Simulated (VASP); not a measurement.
Runs of VASP 6.6.1 on Ir. The structure is that of space group Fm-3m (No. 225), or close to it. The cells are those of the table. 

```tsv
task	cell	cutoff (eV)	k mesh for the DOS	occupations for the DOS	gap on the mesh (eV)	pressure (GPa)
single point	a = 2.596 Å, angles 60.0°, 1 atom	500	-	-	none	70.3
single point	a = 2.335 Å, angles 60.0°, 1 atom	520	-	-	none	518.9
single point	a = 2.515 Å, angles 60.0°, 1 atom	520	-	-	none	(a)
single point	a = 2.428 Å, angles 60.0°, 1 atom	520	-	-	none	290.9
single point	a = 2.709 Å, angles 60.0°, 1 atom	520	-	-	none	1.0
single point	a = 2.654 Å, angles 60.0°, 1 atom	520	-	-	none	(b)
```

Alike in all rows: level PBEsol; potentials or basis VASP PAW PBE potentials, release 64 (Ir); no spin polarisation; k mesh 19 × 19 × 19; smearing fermi-dirac 0.08 eV.

Question: Estimate the missing entries.

Answer: (a) 153.9; (b) 29.5.

Caveats: the PAW data sets were made with another functional, which shifts forces and pressure a little; spin-orbit coupling is left out, which moves the levels of the heavy elements.

A k mesh can miss the band edges, and the runs leave out spin-orbit coupling on Ir.

A gap of «none» marks levels without a gap at the run's occupations.
